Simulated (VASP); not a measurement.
# BeS (I-4m2) in VASP: further runs

Runs on BeS. Level: PBE. Tasks: single point.

All numbers are computed with VASP 6.6.1; they aren't measurements. Logs are shortened: lines on timing, memory, paths and dates and some standing lists are left out, and cuts for length are marked.

## (1) The cell of the first run

Symmetry: I-4m2, No. 119, tetragonal system. Conventional cell: a = 3.481 Å, b = 3.481 Å, c = 4.850 Å, α = 90.00°, β = 90.00°, γ = 90.00°. Be (site symmetry -4m2) has 4 S at 2.12 Å within 2.8 Å. S (site symmetry -4m2) has 4 Be at 2.12 Å within 2.8 Å.

## (2) Single point, PBE (strain +0.015 along x and y, +0.000 along z)

INCAR

```
SYSTEM = BeS
PREC = Accurate ; ENCUT = 520
EDIFF = 1E-6 ; ISMEAR = 0
SIGMA = 0.05 ; LREAL = .FALSE.
LASPH = .TRUE. ; NELM = 60
ALGO = Normal ; ISIF = 2
LWAVE = .FALSE. ; LCHARG = .TRUE.
GGA = PE ; LELF = .TRUE.
LVHAR = .TRUE. ; NBANDS = 11
```

KPOINTS

```
Automatic mesh
0
G
  8 8 8
  0 0 0
```

POSCAR

```
BeS
1.0
    0.0000000000      2.4613750000      2.4250000000
    2.4613750000      0.0000000000      2.4250000000
    2.4613750000      2.4613750000      0.0000000000
Be S
1 1
Direct
    0.0000000000      0.0000000000      0.0000000000
    0.7500000000      0.7500000000      0.7500000000
```

Potentials or basis: VASP PAW PBE potentials, release 64 (Be, S).

Command:

```bash
> cat potpaw_PBE.64/Be/POTCAR potpaw_PBE.64/S/POTCAR > POTCAR
> mpirun -np 1 vasp_std > vasp.out
```

OUTCAR:

```text
SYSTEM = BeS
   PREC = Accurate
   ENCUT = 520
   EDIFF = 1E-6
   ISMEAR = 0
   LREAL = .FALSE.
   LASPH = .TRUE.
   NELM = 60
   ISIF = 2
   GGA = PE

 ion  position               nearest neighbor table
   1  0.000  0.000  0.000-   2 2.12   2 2.12   2 2.12   2 2.12
   2  0.750  0.750  0.750-   1 2.12   1 2.12   1 2.12   1 2.12

  LATTYP: Found a body centered tetragonal cell.
 ALAT       =     3.4809099071
 C/A-ratio  =     1.3933138546

  Lattice vectors:

 A1 = (   0.0000000000,  -2.4613750000,  -2.4250000000)
 A2 = (   0.0000000000,   2.4613750000,  -2.4250000000)
 A3 = (   2.4613750000,   0.0000000000,   2.4250000000)

Analysis of symmetry for initial positions (statically):
=====================================================================
 Subroutine PRICEL returns:
 Original cell was already a primitive cell.

 Routine SETGRP: Setting up the symmetry group for a
 body centered tetragonal supercell.

 Subroutine GETGRP returns: Found  8 space group operations
 (whereof  8 operations were pure point group operations)
 out of a pool of 16 trial point group operations.

The static configuration has the point symmetry D_2d.

Analysis of symmetry for dynamics (positions and initial velocities):
=====================================================================
 Subroutine PRICEL returns:
 Original cell was already a primitive cell.

 Routine SETGRP: Setting up the symmetry group for a
 body centered tetragonal supercell.

 Subroutine GETGRP returns: Found  8 space group operations
 (whereof  8 operations were pure point group operations)
 out of a pool of 16 trial point group operations.

The dynamic configuration has the point symmetry D_2d.

 Subroutine INISYM returns: Found  8 space group operations
 (whereof  8 operations are pure point group operations),
 and found     1 'primitive' translations

----------------------------------------------------------------------------------------

                                     Primitive cell

  volume of cell :      29.3831

  direct lattice vectors                    reciprocal lattice vectors
     0.000000000  2.461375000  2.425000000    -0.203138490  0.203138490  0.206185567
     2.461375000  0.000000000  2.425000000     0.203138490 -0.203138490  0.206185567
     2.461375000  2.461375000  0.000000000     0.203138490  0.203138490 -0.206185567

  length of vectors
     3.455284632  3.455284632  3.480909907     0.353614168  0.353614168  0.353614168

[... 87 lines left out ...]
   ISYM   =      2    0-nonsym 1-usesym 2-fastsym
   POTIM  = 0.5000    time-step for ionic-motion
   TEBEG  =    0.0;   TEEND  =   0.0 temperature during run
   PSTRESS=    0.0 pullay stress
   NELECT =       8.0000    total number of electrons
   NUPDOWN=      -1.0000    fix difference up-down
   EMIN   =  10.00;   EMAX   =-10.00  energy-range for DOS
   EFERMI =   0.00;   METHOD = LEGACY
   ISMEAR =     0;   SIGMA  =   0.05  broadening in eV -4-tet -1-fermi 0-gaus
   EFERMI_NEDOS =   21; number of points for ismear=-14 and -15
   IALGO  =     38    algorithm
   IMIX   =      4    mixing-type and parameters
     AMIX     =   0.40;   BMIX     =  1.00
     AMIX_MAG =   1.60;   BMIX_MAG =  1.00
  volume/ion in A,a.u.               =      14.69        99.14
  Fermi-wavevector in a.u.,A,eV,Ry     =   1.061058  2.005109 15.318034  1.125844
  Thomas-Fermi vector in A             =   2.196461
   LORBIT       =      0    0 simple, 1 ext, 2 COOP (PROOUT), +10 PAW based schemes
   GGA     = PE    functional components
   LHFCALC =     F    Hartree Fock is set to
   AEXX    =    0.0000 exact exchange contribution
   IVDW    =     0    specifies the selected vdW correction
   LEPSILON=     F    determine dielectric tensor
   LRPA    =     F    only Hartree local field effects (RPA)
 non-spin polarized calculation
 Gauss-broadening in eV      SIGMA  =   0.05
  energy-cutoff  :      520.00
  volume of cell :       29.38
 maximum number of plane-waves:       813
 NGX is ok and might be reduce to    28
   NGX = 13   NGY = 13   NGZ = 13

 number of electron       7.9999999 magnetization

 Free energy of the ion-electron system (eV)
  ---------------------------------------------------
  ext. energy  EPLUGINS =         0.00000000
  ---------------------------------------------------
  free energy    TOTEN  =       -10.01063045 eV

  energy without entropy =      -10.01063045  energy(sigma->0) =      -10.01063045

 E-fermi :   4.1435     XC(G=0):  -9.6082

 val. band max:        3.9217452749   @ k =   0.0000   0.0000   0.0000
 cond. band min:       6.9742612105   @ k =   0.5000   0.5000   0.0000
 fundamental gap:      3.0525159357
 Fermi energy:         4.1434670539

 k-point     1 :       0.0000    0.0000    0.0000
  band No.  band energies     occupation
      1      -9.6243      2.00000
      2       3.8466      2.00000
      3       3.8466      2.00000
      4       3.9217      2.00000
      5       9.5065      0.00000
      6       9.5394      0.00000
      7       9.5602      0.00000
      8       9.5602      0.00000
      9      16.4672      0.00000
     10      16.7799      0.00000
     11      18.5141      0.00000
[... 309 lines left out ...]
 k-point    24 :       0.3750    0.0000    0.1250
  band No.  band energies     occupation
      1      -8.4722      2.00000
      2      -0.4421      2.00000
      3       2.5538      2.00000
      4       2.6350      2.00000
      5       9.4222      0.00000
      6      10.6766      0.00000
      7      11.4644      0.00000
      8      12.7040      0.00000
      9      16.4396      0.00000
     10      17.8847      0.00000
     11      18.6966      0.00000

 [... further k-points ...]

------------------------ aborting loop because EDIFF is reached ----------------------------------------

  FORCE on cell =-STRESS in cart. coord.  units (eV):
  Direction    XX          YY          ZZ          XY          YZ          ZX
  --------------------------------------------------------------------------------------
  -------------------------------------------------------------------------------------
  Total       -0.3092604     -0.3092604     -0.0551534      0.0000000      0.0000000      0.0000000
  in kB      -16.8631044    -16.8631044     -3.0073628      0.0000000      0.0000000      0.0000000
  external PRESSURE =     -12.2445238 kB  Pullay stress =       0.0000000 kB

 VOLUME and BASIS-vectors are now :
 -----------------------------------------------------------------------------
  energy-cutoff  :      520.00
  volume of cell :       29.38
      direct lattice vectors                 reciprocal lattice vectors
     0.000000000  2.461375000  2.425000000    -0.203138490  0.203138490  0.206185567
     2.461375000  0.000000000  2.425000000     0.203138490 -0.203138490  0.206185567
     2.461375000  2.461375000  0.000000000     0.203138490  0.203138490 -0.206185567

 POSITION                                       TOTAL-FORCE (eV/Angst)
 -----------------------------------------------------------------------------------
      0.00000      0.00000      0.00000        -0.000000     -0.000000     -0.000000
      3.69206      3.69206      3.63750         0.000000      0.000000      0.000000
 -----------------------------------------------------------------------------------
    total drift:                               -0.000000     -0.000000      0.000000

  FREE ENERGIE OF THE ION-ELECTRON SYSTEM (eV)
  ---------------------------------------------------
  free  energy   TOTEN  =       -10.0106304479 eV

  energy  without entropy=      -10.0106304479  energy(sigma->0) =      -10.01063045
```

It took 10 s on 1 thread of Intel Xeon 6975P-C (Granite Rapids), shared host; peak memory 0.15 GiB.

Results:

```
Free energy            : -10.0106 eV
Pressure               : -1.2 GPa
Band gap on the k mesh : 3.05 eV, indirect (least direct gap 5.58 eV)
```

Stress tensor (GPa, compression positive):
```
-1.69  0.00  0.00
 0.00 -1.69  0.00
 0.00  0.00 -0.30
```

Levels at points of the mesh, in eV from the valence-band top:
```tsv
k point	band 2	band 3	band 4	band 5	band 6	band 7
(0.00, 0.00, 0.00)	-0.08	-0.08	0.00	5.58	5.62	5.64
(0.50, 0.00, 0.00)	-5.65	-1.11	-0.98	5.31	6.45	6.60
(0.50, 0.50, 0.00)	-4.85	-2.67	-2.67	3.05	4.80	12.49
(0.50, 0.00, 0.50)	-4.95	-2.56	-2.54	3.16	4.94	12.45
```

Caveat: the cell differs from its parent crystal (strain +0.015 along x and y, +0.000 along z). A k mesh can miss the band edges.

## (3) Single point, PBE (strain +0.015 along x and y, -0.015 along z)

INCAR

```
PREC = Accurate ; ENCUT = 520
EDIFF = 1E-7 ; ISMEAR = 0
SIGMA = 0.05 ; LREAL = False
LASPH = True ; NELM = 80
ALGO = Normal ; ISIF = 2
LWAVE = False ; LCHARG = False
GGA = PE ; NBANDS = 11
```

KPOINTS

```
Automatic mesh
0
Gamma
  8 8 8
```

POSCAR

```
BeS
1.0
    0.0000000000      2.4613750000      2.3886250000
    2.4613750000      0.0000000000      2.3886250000
    2.4613750000      2.4613750000      0.0000000000
Be S
1 1
Direct
    0.0000000000      0.0000000000      0.0000000000
    0.7500000000      0.7500000000      0.7500000000
```

Potentials or basis: VASP PAW PBE potentials, release 64 (Be, S).

Command:

```bash
> cat potpaw_PBE.64/Be/POTCAR potpaw_PBE.64/S/POTCAR > POTCAR
> mpirun -np 1 vasp_std > vasp.out
```

It took 11 s on 1 thread of Intel Xeon 6975P-C (Granite Rapids), shared host; peak memory 0.15 GiB.

Results (log left out):

```yaml
Free_energy: -10.0083 eV
Pressure: 0.1 GPa
Band_gap_on_the_k_mesh: 2.90 eV, indirect (least direct gap 5.55 eV)
```

Stress tensor (GPa, compression positive):
```
-0.78  0.00  0.00
 0.00 -0.78  0.00
 0.00  0.00  1.96
```

Levels at points of the mesh, in eV from the valence-band top:
| k point | band 1 | band 2 | band 3 | band 4 | band 5 | band 6 | band 7 | band 8 | band 9 |
| --- | --- | --- | --- | --- | --- | --- | --- | --- | --- |
| (0.00, 0.00, 0.00) | -13.69 | -0.15 | -0.15 | 0.00 | 5.55 | 5.60 | 5.60 | 5.66 | 12.36 |
| (0.50, 0.00, 0.00) | -12.12 | -5.79 | -1.24 | -0.98 | 5.27 | 6.34 | 6.65 | 11.05 | 14.51 |
| (0.50, 0.50, 0.00) | -11.50 | -4.91 | -2.84 | -2.84 | 2.90 | 4.64 | 12.57 | 12.57 | 15.51 |
| (0.50, 0.00, 0.50) | -11.64 | -5.11 | -2.63 | -2.58 | 3.12 | 4.93 | 12.46 | 12.58 | 15.12 |

Caveat: the cell differs from its parent crystal (strain +0.015 along x and y, -0.015 along z). A k mesh can miss the band edges.

## (4) Single point, PBE (strain +0.030 along x and y, +0.000 along z)

INCAR

```
ALGO     = Normal         # electronic algorithm
EDIFF    = 1E-7           # SCF threshold, eV
ENCUT    = 520            # plane-wave cutoff, eV
GGA      = PE             # functional
ISIF     = 2              # what is computed and relaxed
ISMEAR   = 0              # smearing method
LASPH    = True           # aspherical terms in the spheres
LCHARG   = False          # write CHGCAR
LREAL    = False          # projectors in reciprocal space
LWAVE    = False          # write WAVECAR
NBANDS   = 11             # bands
NELM     = 60             # most SCF steps
PREC     = Accurate       # precision mode
SIGMA    = 0.05           # smearing width, eV
```

KPOINTS

```
k-points
0
Gamma
  8 8 8
```

POSCAR

```
BeS
1.0
    0.0000000000      2.4977500000      2.4250000000
    2.4977500000      0.0000000000      2.4250000000
    2.4977500000      2.4977500000      0.0000000000
Be S
1 1
Direct
    0.0000000000      0.0000000000      0.0000000000
    0.7500000000      0.7500000000      0.7500000000
```

Command:

```bash
> cat potpaw_PBE.64/Be/POTCAR potpaw_PBE.64/S/POTCAR > POTCAR
> mpirun -np 1 vasp_std > vasp.out
```

Wall time 11 s (1 thread of Intel Xeon 6975P-C (Granite Rapids), shared host); peak memory 0.15 GiB.

Results (log left out):

```yaml
Free_energy: -9.9936 eV
Pressure: -3.7 GPa
Band_gap_on_the_k_mesh: 3.00 eV, indirect (least direct gap 5.30 eV)
```

Stress tensor (GPa, compression positive):
```
-4.56  0.00  0.00
 0.00 -4.56  0.00
 0.00  0.00 -1.92
```

Levels at points of the mesh, in eV from the valence-band top:
| k point | band 1 | band 2 | band 3 | band 4 | band 5 | band 6 | band 7 | band 8 |
| --- | --- | --- | --- | --- | --- | --- | --- | --- |
| (0.00, 0.00, 0.00) | -13.40 | -0.14 | -0.14 | 0.00 | 5.30 | 5.57 | 5.61 | 5.61 |
| (0.50, 0.00, 0.00) | -11.95 | -5.51 | -1.17 | -0.93 | 5.13 | 6.35 | 6.64 | 10.83 |
| (0.50, 0.50, 0.00) | -11.38 | -4.69 | -2.68 | -2.68 | 3.00 | 4.68 | 12.22 | 12.22 |
| (0.50, 0.00, 0.50) | -11.50 | -4.88 | -2.48 | -2.44 | 3.21 | 4.96 | 12.12 | 12.21 |

Caveat: the cell differs from its parent crystal (strain +0.030 along x and y, +0.000 along z). A k mesh can miss the band edges.

## (5) Single point, PBE (strain +0.015 along x and y, +0.030 along z)

INCAR

```
ALGO = Normal
EDIFF = 1E-6
ENCUT = 520
GGA = PE
ISIF = 2
ISMEAR = 0
LASPH = T
LCHARG = F
LREAL = F
LWAVE = F
NBANDS = 11
NELM = 60
PREC = Accurate
SIGMA = 0.05
```

KPOINTS is that of step 4.

POSCAR

```
BeS
1.0
    0.0000000000      2.4613750000      2.4977500000
    2.4613750000      0.0000000000      2.4977500000
    2.4613750000      2.4613750000      0.0000000000
Be S
1 1
Direct
    0.0000000000      0.0000000000      0.0000000000
    0.7500000000      0.7500000000      0.7500000000
```

Command:

```bash
> cat potpaw_PBE.64/Be/POTCAR potpaw_PBE.64/S/POTCAR > POTCAR
> mpirun -np 1 vasp_std > vasp.out
```

It took 9.8 s on 1 thread of Intel Xeon 6975P-C (Granite Rapids), shared host; peak memory 0.15 GiB.

It converged, with:

| Property | Result |
| --- | --- |
| Free energy | -9.9971 eV |
| Pressure | -3.7 GPa |
| Band gap on the k mesh | 3.18 eV, indirect (least direct gap 5.37 eV) |

Stress tensor (GPa, compression positive):
```
-3.22  0.00  0.00
 0.00 -3.22  0.00
 0.00  0.00 -4.63
```

Levels at points of the mesh, in eV from the valence-band top:
| k point | band 2 | band 3 | band 4 | band 5 | band 6 | band 7 |
| --- | --- | --- | --- | --- | --- | --- |
| (0.00, 0.00, 0.00) | -0.08 | 0.00 | 0.00 | 5.37 | 5.66 | 5.66 |
| (0.50, 0.00, 0.00) | -5.44 | -1.04 | -0.92 | 5.22 | 6.49 | 6.60 |
| (0.50, 0.50, 0.00) | -4.81 | -2.39 | -2.39 | 3.28 | 5.02 | 12.27 |
| (0.50, 0.00, 0.50) | -4.72 | -2.51 | -2.49 | 3.18 | 4.89 | 12.25 |

Caveat: the cell differs from its parent crystal (strain +0.015 along x and y, +0.030 along z). A k mesh can miss the band edges.

## (6) Overview

| cell | gap on the mesh (eV) | pressure (GPa) |
| --- | --- | --- |
| a = 3.455, b = 3.455, c = 3.481 Å, angles 59.8, 59.8, 60.5°, 2 atoms | 3.05 | -1.2 |
| a = 3.430, b = 3.430, c = 3.481 Å, angles 59.5, 59.5, 61.0°, 2 atoms | 2.90 | 0.1 |
| a = 3.481, b = 3.481, c = 3.532 Å, angles 59.5, 59.5, 61.0°, 2 atoms | 3.00 | -3.7 |
| a = 3.507, b = 3.507, c = 3.481 Å, angles 60.2, 60.2, 59.5°, 2 atoms | 3.18 | -3.7 |

Alike in all rows: task single point; level PBE; potentials or basis VASP PAW PBE potentials, release 64 (Be, S); no spin polarisation; k mesh 8 × 8 × 8; cutoff (eV) 520; smearing gaussian 0.05 eV.

Total energies depend on the potentials used, so only differences within one code and one set of settings carry meaning.
